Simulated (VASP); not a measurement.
Here is a VASP 6.6.1 calculation.

File POSCAR:

```
SiC
1.0
   -3.0759982064      0.0000000000      0.0000000000
   -1.5379991032     -2.6638925888      0.0000000000
   -4.2296513338     -2.4419903361     10.0960000000
Si C
4 4
Direct
   -0.2659592917     -0.2659592917      0.6537500000
    0.1923907083      0.1923907083      0.1537500000
   -0.1618009583     -0.1618009583      0.9037500000
    0.2965490417      0.2965490417      0.4037500000
   -0.4424240417     -0.4424240417      0.8462500000
    0.0159259583      0.0159259583      0.3462500000
    0.5784342917      0.5784342917      0.0962500000
    0.1200842917      0.1200842917      0.5962500000
```

INCAR.step1

```
SYSTEM = SiC
ALGO = Normal
EDIFF = 1E-4
ENCUT = 520
GGA = PE
ISMEAR = 0
LASPH = .True.
LCHARG = .False.
LREAL = .False.
LWAVE = .True.
NBANDS = 26
NELM = 80
PREC = Accurate
SIGMA = 0.05
```

Contents of INCAR.step2:

```
SYSTEM = SiC
ALGO = Normal
EDIFF = 1E-7
ENCUT = 520
ISIF = 2
ISMEAR = 0
ISTART = 1
LASPH = .True.
LCHARG = .True.
LELF = .True.
LMIXTAU = .True.
LREAL = .False.
LVHAR = .True.
LWAVE = .False.
METAGGA = R2SCAN
NBANDS = 26
NELM = 80
PREC = Accurate
SIGMA = 0.05
```

File KPOINTS:

```
k-points
0
Gamma
  8 8 3
  0 0 0
```

Potentials or basis: VASP PAW PBE potentials, release 64 (Si, C).

Run with:

```sh
$ cat potpaw_PBE.64/Si/POTCAR potpaw_PBE.64/C/POTCAR > POTCAR
$ cp INCAR.step1 INCAR
$ mpirun -np 1 vasp_std > vasp.out
$ cp INCAR.step2 INCAR
$ mpirun -np 1 vasp_std > vasp.out
```

What does it give for the band gap on the k mesh?

2.70 eV, indirect (least direct gap 4.44 eV).

What does it give for the pressure?

-0.2 GPa.

What does it give for the largest force?

1.572 eV/Å.

Forces on the atoms (eV/Å):
```
Si   0.106  0.061  0.697
Si  -0.029 -0.017  0.827
Si   1.040  0.601  0.866
Si  -0.009 -0.005  0.725
C    0.128  0.074 -0.834
C   -0.088 -0.051 -0.713
C   -1.155 -0.667 -0.832
C    0.007  0.004 -0.735
```

Caveat: the PAW data sets were made with another functional, which shifts forces and pressure a little. r2SCAN opens gaps a little over a GGA but as a rule still falls short of measured ones.
